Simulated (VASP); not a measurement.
# Ag in VASP: further runs, part 2 of 2

VASP 6.6.1.

### Step 3. Single point, PBE

This run uses another cell than the first one, of 17.87 Å³/atom.

Contents of INCAR:

```
SYSTEM = Ag
ALGO     = Fast           ! electronic algorithm
EDIFF    = 1E-6           ! SCF threshold, eV
ENCUT    = 520            ! plane-wave cutoff, eV
GGA      = PE             ! functional
ISIF     = 2              ! what is computed and relaxed
ISMEAR   = 0              ! smearing method
LASPH    = .TRUE.         ! aspherical terms in the spheres
LCHARG   = .FALSE.        ! write CHGCAR
LREAL    = .FALSE.        ! projectors in reciprocal space
LWAVE    = .FALSE.        ! write WAVECAR
NBANDS   = 18             ! bands
NELM     = 80             ! most SCF steps
PREC     = Accurate       ! precision mode
SIGMA    = 0.1            ! smearing width, eV
```

Contents of KPOINTS:

```
k-points
0
G
  24 24 12
  0 0 0
```

Contents of POSCAR:

```
Ag
1.0
    2.9295866588      0.0000000000      0.0000000000
   -1.4647933294      2.5370964691      0.0000000000
    0.0000000000      0.0000000000      4.8097310144
Ag
2
Direct
    0.6666666667      0.3333333333      0.2500000000
    0.3333333333      0.6666666667      0.7500000000
```

Potentials or basis: VASP PAW PBE potentials, release 64 (Ag).

Launch:

```
$ cat potpaw_PBE.64/Ag/POTCAR > POTCAR
$ mpirun -np 1 vasp_std > vasp.out
```

OUTCAR:

```text
SYSTEM = Ag
   EDIFF = 1E-6
   ENCUT = 520
   GGA = PE
   ISIF = 2
   ISMEAR = 0
   LASPH = .TRUE.
   LREAL = .FALSE.
   NELM = 80
   PREC = Accurate

 ion  position               nearest neighbor table
   1  0.667  0.333  0.250-   2 2.94   2 2.94   2 2.94   2 2.94   2 2.94   2 2.94
   2  0.333  0.667  0.750-   1 2.94   1 2.94   1 2.94   1 2.94   1 2.94   1 2.94

  LATTYP: Found a hexagonal cell.
 ALAT       =     2.9295866588
 C/A-ratio  =     1.6417780303

  Lattice vectors:

 A1 = (   2.9295866588,   0.0000000000,   0.0000000000)
 A2 = (  -1.4647933294,   2.5370964691,   0.0000000000)
 A3 = (   0.0000000000,   0.0000000000,   4.8097310144)

Analysis of symmetry for initial positions (statically):
=====================================================================
 Subroutine PRICEL returns:
 Original cell was already a primitive cell.

 Routine SETGRP: Setting up the symmetry group for a
 hexagonal supercell.

 Subroutine GETGRP returns: Found 24 space group operations
 (whereof 12 operations were pure point group operations)
 out of a pool of 24 trial point group operations.

The static configuration has the point symmetry D_3d.
 The point group associated with its full space group is D_6h.

Analysis of symmetry for dynamics (positions and initial velocities):
=====================================================================
 Subroutine PRICEL returns:
 Original cell was already a primitive cell.

 Routine SETGRP: Setting up the symmetry group for a
 hexagonal supercell.

 Subroutine GETGRP returns: Found 24 space group operations
 (whereof 12 operations were pure point group operations)
 out of a pool of 24 trial point group operations.

The dynamic configuration has the point symmetry D_3d.
 The point group associated with its full space group is D_6h.

 Subroutine INISYM returns: Found 24 space group operations
 (whereof 12 operations are pure point group operations),
 and found     1 'primitive' translations

----------------------------------------------------------------------------------------

                                     Primitive cell

  volume of cell :      35.7490

  direct lattice vectors                    reciprocal lattice vectors
     2.929586659  0.000000000  0.000000000     0.341345083  0.197075675  0.000000000
    -1.464793329  2.537096469  0.000000000     0.000000000  0.394151351  0.000000000
     0.000000000  0.000000000  4.809731014     0.000000000  0.000000000  0.207911835

  length of vectors
     2.929586659  2.929586659  4.809731014     0.394151351  0.394151351  0.207911835

  position of ions in fractional coordinates (direct lattice)
     0.666666667  0.333333333  0.250000000
     0.333333333  0.666666667  0.750000000

  ion indices of the primitive-cell ions
   primitive index   ion index
                 1           1
                 2           2

----------------------------------------------------------------------------------------

 KPOINTS: k-points

Automatic generation of k-mesh.
 Grid dimensions read from file:
 generate k-points for:   24   24   12

 Generating k-lattice:

  Cartesian coordinates                     Fractional coordinates (reciprocal lattice)
     0.014222712  0.008211486  0.000000000     0.041666667 -0.000000000  0.000000000
     0.000000000  0.016422973  0.000000000     0.000000000  0.041666667  0.000000000
     0.000000000  0.000000000  0.017325986     0.000000000  0.000000000  0.083333333

  Length of vectors
     0.016422973  0.016422973  0.017325986

  Shift w.r.t. Gamma in fractional coordinates (k-lattice)
     0.000000000  0.000000000  0.000000000

 Subroutine IBZKPT returns following result:
 ===========================================

 Found    427 irreducible k-points:

 Following reciprocal coordinates:
            Coordinates               Weight
  0.000000  0.000000  0.000000      1.000000
  0.041667  0.000000  0.000000      6.000000
  0.083333  0.000000  0.000000      6.000000
  0.125000  0.000000  0.000000      6.000000
  0.166667 -0.000000  0.000000      6.000000
  0.208333  0.000000  0.000000      6.000000
[... 16 lines left out ...]
  0.416667  0.041667  0.000000     12.000000
  0.458333  0.041667  0.000000     12.000000
 [... further k-points ...]
   k-points           NKPTS =    427   k-points in BZ     NKDIM =    427   number of bands    NBANDS=     18
   number of dos      NEDOS =    301   number of ions     NIONS =      2
   total plane-waves  NPLWV =  20736
   dimension x,y,z NGX =    24 NGY =   24 NGZ =   36
   dimension x,y,z NGXF=    48 NGYF=   48 NGZF=   72
   ions per type =               2
   NGX,Y,Z   is equivalent  to a cutoff of  13.62, 13.62, 12.44 a.u.
   NGXF,Y,Z  is equivalent  to a cutoff of  27.24, 27.24, 24.89 a.u.
 SYSTEM =  Ag
   PREC   = accura    normal or accurate (medium, high low for compatibility)
   ISTART =      0    job   : 0-new  1-cont  2-samecut
   ICHARG =      2    charge: 1-file 2-atom 10-const
   ISPIN  =      1    spin polarized calculation?
   LNONCOLLINEAR =      F non collinear calculations
   LSORBIT =      F    spin-orbit coupling
   LASPH  =      T    aspherical Exc in radial PAW
   ENCUT  =  520.0 eV  38.22 Ry    6.18 a.u.   5.45  5.45  8.94*2*pi/ulx,y,z
   NELM   =     80;   NELMIN=  2; NELMDL= -5     # of ELM steps
   EDIFF  = 0.1E-05   stopping-criterion for ELM
   LREAL  =      F    real-space projection
   EDIFFG = 0.1E-04   stopping-criterion for IOM
   NSW    =      0    number of steps for IOM
   IBRION =     -1    ionic relax: 0-MD 1-quasi-New 2-CG
   NFREE  =      0    steps in history (QN), initial steepest desc. (CG)
   ISIF   =      2    stress and relaxation
   ISYM   =      2    0-nonsym 1-usesym 2-fastsym
   POTIM  = 0.5000    time-step for ionic-motion
   TEBEG  =    0.0;   TEEND  =   0.0 temperature during run
   PSTRESS=    0.0 pullay stress
   NELECT =      22.0000    total number of electrons
   NUPDOWN=      -1.0000    fix difference up-down
   EMIN   =  10.00;   EMAX   =-10.00  energy-range for DOS
   EFERMI =   0.00;   METHOD = LEGACY
   ISMEAR =     0;   SIGMA  =   0.10  broadening in eV -4-tet -1-fermi 0-gaus
   EFERMI_NEDOS =   21; number of points for ismear=-14 and -15
   IALGO  =     68    algorithm
   IMIX   =      4    mixing-type and parameters
     AMIX     =   0.40;   BMIX     =  1.00
     AMIX_MAG =   1.60;   BMIX_MAG =  1.00
  volume/ion in A,a.u.               =      17.87       120.62
  Fermi-wavevector in a.u.,A,eV,Ry     =   1.392497  2.631438 26.382358  1.939049
  Thomas-Fermi vector in A             =   2.516234
   LORBIT       =      0    0 simple, 1 ext, 2 COOP (PROOUT), +10 PAW based schemes
   GGA     = PE    functional components
   LHFCALC =     F    Hartree Fock is set to
   AEXX    =    0.0000 exact exchange contribution
   IVDW    =     0    specifies the selected vdW correction
   LEPSILON=     F    determine dielectric tensor
   LRPA    =     F    only Hartree local field effects (RPA)
 non-spin polarized calculation
 RMM-DIIS sequential band-by-band and
 Gauss-broadening in eV      SIGMA  =   0.10
  energy-cutoff  :      520.00
  volume of cell :       35.75
 maximum number of plane-waves:       990
 NGX is ok and might be reduce to    24
   NGX = 11   NGY = 11   NGZ = 17

 number of electron      22.0000002 magnetization

 Free energy of the ion-electron system (eV)
  ---------------------------------------------------
  ext. energy  EPLUGINS =         0.00000000
  ---------------------------------------------------
  free energy    TOTEN  =        -5.43001859 eV

  energy without entropy =       -5.42699561  energy(sigma->0) =       -5.42850710

 E-fermi :   7.8524     XC(G=0): -11.9291

 val. band max:        7.8424502429   @ k =   0.2500   0.0000   0.2500
 cond. band min:       7.8660854865   @ k =   0.2083   0.2083   0.4167
 fundamental gap:      0.0236352437
 Fermi energy:         7.8523644840

 k-point     1 :       0.0000    0.0000    0.0000
  band No.  band energies     occupation
      1       0.3638      2.00000
      2       1.6753      2.00000
      3       3.1252      2.00000
      4       3.2321      2.00000
      5       3.2321      2.00000
      6       3.4461      2.00000
[... 10 lines left out ...]
     17      25.5992      0.00000
     18      25.5992      0.00000
[... 463 lines left out ...]
 k-point    24 :       0.4583    0.0417    0.0000
  band No.  band energies     occupation
      1       1.7650      2.00000
      2       2.0813      2.00000
      3       2.0816      2.00000
      4       3.1597      2.00000
      5       3.4458      2.00000
      6       3.6310      2.00000
[... 10 lines left out ...]
     17      18.0263      0.00000
     18      23.3304      0.00000

 [... further k-points ...]

------------------------ aborting loop because EDIFF is reached ----------------------------------------

  FORCE on cell =-STRESS in cart. coord.  units (eV):
  Direction    XX          YY          ZZ          XY          YZ          ZX
  --------------------------------------------------------------------------------------
  -------------------------------------------------------------------------------------
  Total       -0.0072655     -0.0072655     -0.0116910      0.0000000      0.0000000      0.0000000
  in kB       -0.3256204     -0.3256204     -0.5239586      0.0000000      0.0000000      0.0000000
  external PRESSURE =      -0.3917331 kB  Pullay stress =       0.0000000 kB

 VOLUME and BASIS-vectors are now :
 -----------------------------------------------------------------------------
  energy-cutoff  :      520.00
  volume of cell :       35.75
      direct lattice vectors                 reciprocal lattice vectors
     2.929586659  0.000000000  0.000000000     0.341345083  0.197075675  0.000000000
    -1.464793329  2.537096469  0.000000000     0.000000000  0.394151351  0.000000000
     0.000000000  0.000000000  4.809731014     0.000000000  0.000000000  0.207911835

 POSITION                                       TOTAL-FORCE (eV/Angst)
 -----------------------------------------------------------------------------------
      1.46479      0.84570      1.20243        -0.000000     -0.000000      0.000000
     -0.00000      1.69140      3.60730         0.000000      0.000000      0.000000
 -----------------------------------------------------------------------------------
    total drift:                               -0.000000      0.000000     -0.000000

  FREE ENERGIE OF THE ION-ELECTRON SYSTEM (eV)
  ---------------------------------------------------
  free  energy   TOTEN  =        -5.4300185851 eV

  energy  without entropy=       -5.4269956090  energy(sigma->0) =       -5.42850710
```

Run time: 4.9 min. Hardware: 1 thread of Intel Xeon 8259CL, shared host; peak memory 0.33 GiB.

What came out:

| Property | Result |
| --- | --- |
| Free energy | -5.4300 eV |
| Pressure | 0.0 GPa |
| Band gap on the k mesh | zero (bands 11 and 12 overlap by 7.37 eV) |

### Step 4. Relaxation of cell and atoms, PBE

This run uses another cell than the first one, of 18.06 Å³/atom.

Contents of INCAR:

```
PREC = Accurate
ENCUT = 600
EDIFF = 1E-6
ISMEAR = 0
SIGMA = 0.1
LREAL = False
LASPH = True
NELM = 80
ALGO = Fast
ISIF = 3
LWAVE = False
LCHARG = False
GGA = PE
IBRION = 2
NSW = 100
EDIFFG = -0.01
```

Contents of KPOINTS:

```
regular mesh
0
Gamma
  24 24 12
```

Contents of POSCAR:

```
Ag
1.0
    2.9760692472      0.0000000000      0.0000000000
   -1.4880346236      2.5773515715      0.0000000000
    0.0000000000      0.0000000000      4.7094983010
Ag
2
Direct
    0.6666666667      0.3333333333      0.2500000000
    0.3333333333      0.6666666667      0.7500000000
```

Potentials or basis: VASP PAW PBE potentials, release 64 (Ag).

Launch:

```
$ cat potpaw_PBE.64/Ag/POTCAR > POTCAR
$ mpirun -np 1 vasp_std > vasp.out
```

OUTCAR:

```text
PREC = Accurate
   ENCUT = 600
   EDIFF = 1E-6
   ISMEAR = 0
   LREAL = False
   LASPH = True
   NELM = 80
   ISIF = 3
   GGA = PE
   IBRION = 2
   NSW = 100
   EDIFFG = -0.01

 ion  position               nearest neighbor table
   1  0.667  0.333  0.250-   2 2.91   2 2.91   2 2.91   2 2.91   2 2.91   2 2.91
   2  0.333  0.667  0.750-   1 2.91   1 2.91   1 2.91   1 2.91   1 2.91   1 2.91

  LATTYP: Found a hexagonal cell.
 ALAT       =     2.9760692472
 C/A-ratio  =     1.5824558872

  Lattice vectors:

 A1 = (   2.9760692472,   0.0000000000,   0.0000000000)
 A2 = (  -1.4880346236,   2.5773515715,   0.0000000000)
 A3 = (   0.0000000000,   0.0000000000,   4.7094983010)

Analysis of symmetry for initial positions (statically):
=====================================================================
 Subroutine PRICEL returns:
 Original cell was already a primitive cell.

 Routine SETGRP: Setting up the symmetry group for a
 hexagonal supercell.

 Subroutine GETGRP returns: Found 24 space group operations
 (whereof 12 operations were pure point group operations)
 out of a pool of 24 trial point group operations.

The static configuration has the point symmetry D_3d.
 The point group associated with its full space group is D_6h.

Analysis of symmetry for dynamics (positions and initial velocities):
[... 310 lines left out ...]
  ---------------------------------------------------
  ext. energy  EPLUGINS =         0.00000000
  ---------------------------------------------------
  free energy    TOTEN  =        -5.42963451 eV

  energy without entropy =       -5.42665003  energy(sigma->0) =       -5.42814227

 E-fermi :   7.8687     XC(G=0): -11.9370

 val. band max:        7.8658349177   @ k =   0.2500  -0.0000   0.2500
 cond. band min:       7.8848598064   @ k =   0.2083   0.2083   0.4167
 fundamental gap:      0.0190248887
 Fermi energy:         7.8687475384

 k-point     1 :       0.0000    0.0000    0.0000
  band No.  band energies     occupation
      1       0.3712      2.00000
      2       1.6855      2.00000
      3       3.1430      2.00000
      4       3.2447      2.00000
      5       3.2447      2.00000
      6       3.4604      2.00000
      7       3.4604      2.00000
      8       3.8000      2.00000
      9       3.8000      2.00000
     10       4.7233      2.00000
     11       4.7233      2.00000
     12       7.5066      2.00000
     13      11.1048      0.00000
     14      23.3567      0.00000
[... 401 lines left out ...]
      2       2.0912      2.00000
      3       2.0921      2.00000
      4       3.1675      2.00000
      5       3.4614      2.00000
      6       3.6464      2.00000
      7       4.0482      2.00000
      8       4.8464      2.00000
      9       4.8806      2.00000
     10       4.9462      2.00000
     11       7.8055      1.62927
     12       9.5138      0.00000
     13      14.4263      0.00000
     14      14.7250      0.00000
     15      16.9050      0.00000

 [... further k-points ...]

------------------------ aborting loop because EDIFF is reached ----------------------------------------

  FORCE on cell =-STRESS in cart. coord.  units (eV):
  Direction    XX          YY          ZZ          XY          YZ          ZX
  --------------------------------------------------------------------------------------
  -------------------------------------------------------------------------------------
  Total        0.0025356      0.0025356      0.0178458      0.0000000      0.0000000      0.0000000
  in kB        0.1137842      0.1137842      0.8008305      0.0000000      0.0000000      0.0000000
  external PRESSURE =       0.3427997 kB  Pullay stress =       0.0000000 kB
[... 17 lines left out ...]
  FREE ENERGIE OF THE ION-ELECTRON SYSTEM (eV)
  ---------------------------------------------------
  free  energy   TOTEN  =        -5.4296345075 eV

  energy  without entropy=       -5.4266500315  energy(sigma->0) =       -5.42814227

 reached required accuracy - stopping structural energy minimisation
```

OSZICAR:

```text
N       E                     dE             d eps       ncg     rms          rms(c)
DAV:   1     0.131072752984E+03    0.13107E+03   -0.12929E+04 12810   0.162E+03
DAV:   2    -0.438106420125E+01   -0.13545E+03   -0.13007E+03 13160   0.311E+02
[... 39 lines left out ...]
   4 F= -.54295684E+01 E0= -.54280455E+01  d E =-.117735E-02
       N       E                     dE             d eps       ncg     rms          rms(c)
DAV:   1    -0.543166379697E+01   -0.20957E-02   -0.47234E-02 13825   0.222E+00    0.286E-01
RMM:   2    -0.542981312933E+01    0.18507E-02   -0.45503E-03 12810   0.649E-01    0.100E-01
RMM:   3    -0.542967712805E+01    0.13600E-03   -0.18925E-04 12810   0.121E-01    0.630E-02
RMM:   4    -0.542963393506E+01    0.43193E-04   -0.61879E-05 12810   0.695E-02    0.890E-03
RMM:   5    -0.542963450754E+01   -0.57247E-06   -0.62009E-06 11421   0.234E-02
   5 F= -.54296345E+01 E0= -.54281423E+01  d E =-.124350E-02
```

It took 16 min on 1 thread of Intel Xeon 8259CL, shared host; peak memory 0.37 GiB.

What came out:

- Free energy: -5.4296 eV
- Relaxed volume: 17.85 Å³/atom
- Relaxed cell: a = 2.930 Å, b = 2.930 Å, c = 4.803 Å, α = 90.00°, β = 90.00°, γ = 120.00°
- Space group after relaxing (to 0.1 Å): P6_3/mmc (No. 194)
- Energy gained by relaxing: 5.2 meV/atom
- Ionic steps: 5
- Pressure after relaxing: 0.0 GPa
- Band gap on the k mesh: zero (bands 11 and 12 overlap by 7.37 eV)

Step by step:
```tsv
step	energy change (eV)	largest force (eV/Å)	pressure (GPa)	volume (Å³)
1	0.0000	0.0000	-0.78	36.12
2	-0.0079	0.0000	0.06	35.66
3	-0.0092	0.0000	0.81	35.41
4	-0.0104	0.0000	-0.27	35.78
5	-0.0105	0.0000	0.03	35.70
```

Final structure:
```yaml
crystal:
  lattice:
    - [2.92969, 0.00000, 0.00000]
    - [-1.46485, 2.53719, 0.00000]
    - [0.00000, 0.00000, 4.80320]
  atoms:
    - { symbol: Ag, position: [0.66667, 0.33333, 0.25000] }
    - { symbol: Ag, position: [0.33333, 0.66667, 0.75000] }
```

Levels at points of the mesh, in eV from the Fermi level:
```
           k point  band 9  band 10  band 11  band 12  band 13  band 14
(0.00, 0.00, 0.00)   -4.07    -3.15    -3.15    -0.36     3.24    15.49
(0.50, 0.00, 0.00)   -2.98    -2.89     0.07     1.40     6.60     6.88
(0.00, 0.00, 0.50)   -3.44    -3.44    -3.44    -3.44    10.66    10.66
(0.50, 0.00, 0.50)   -2.94    -2.94     0.76     0.76     4.28     4.28
```

### Step 5. The runs side by side

| task | cell | k mesh | cutoff (eV) | gap on the mesh (eV) | pressure (GPa) | relaxed volume (Å³/atom) |
| --- | --- | --- | --- | --- | --- | --- |
| relaxation of cell and atoms | relaxed from a = 2.908, b = 2.908, c = 4.750 Å, angles 90.0, 90.0, 120.0°, 2 atoms, atomic positions A | 6 × 6 × 4 | 600 | none | 0.2 | 17.98 |
| single point | a = 2.930, b = 2.930, c = 4.810 Å, angles 90.0, 90.0, 120.0°, 2 atoms, atomic positions B | 24 × 24 × 12 | 520 | none | 0.0 | - |
| relaxation of cell and atoms | relaxed from a = 2.976, b = 2.976, c = 4.709 Å, angles 90.0, 90.0, 120.0°, 2 atoms, atomic positions B | 24 × 24 × 12 | 600 | none | 0.0 | 17.85 |

Alike in all rows: level PBE; potentials or basis VASP PAW PBE potentials, release 64 (Ag); no spin polarisation; smearing gaussian 0.1 eV.

Caveats: some runs use coarse meshes.

Absolute energies hang on the potentials; compare differences alone.

The gap in the log of VASP goes by the Fermi energy; the results here count the filled bands.